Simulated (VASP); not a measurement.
Here is a VASP 6.6.1 calculation.

The input INCAR:

```
SYSTEM = Sb
PREC     = Accurate       ! precision mode
ENCUT    = 520            ! plane-wave cutoff, eV
EDIFF    = 1E-6           ! SCF threshold, eV
ISMEAR   = -1             ! smearing method
SIGMA    = 0.05           ! smearing width, eV
LREAL    = .False.        ! projectors in reciprocal space
LASPH    = .True.         ! aspherical terms in the spheres
NELM     = 60             ! most SCF steps
ALGO     = Normal         ! electronic algorithm
ISIF     = 2              ! what is computed and relaxed
LWAVE    = .False.        ! write WAVECAR
LCHARG   = .True.         ! write CHGCAR
GGA      = PS             ! functional
LELF     = .True.         ! ELF
LVHAR    = .True.       
NBANDS   = 12             ! bands
```

KPOINTS

```
regular mesh
0
Gamma
  9 6 6
  0 0 0
```

POSCAR

```
Sb
1.0
    3.1634909488      0.0000000000      0.0000000000
    0.0000000000      4.4047287450      0.0000000000
   -0.0394270982      0.0000000000      4.4638303856
Sb
2
Direct
    0.0113890000      0.2500000000      0.2411660000
    0.9886110000      0.7500000000      0.7588340000
```

Potentials or basis: VASP PAW PBE potentials, release 64 (Sb).

Command:

```bash
$ cat potpaw_PBE.64/Sb/POTCAR > POTCAR
$ mpirun -np 1 vasp_std > vasp.out
```

(1) What does it give for the pressure?

(2) Predict the largest force.

(3) Predict the band gap on the k mesh.

Results:

(1) -4.0 GPa.

(2) 0.035 eV/Å.

(3) zero (bands 5 and 6 overlap by 7.96 eV).

Caveat: the cell stands under tension; the PAW data sets were made with another functional, which shifts forces and pressure a little; spin-orbit coupling is left out, which moves the levels of the heavy elements.
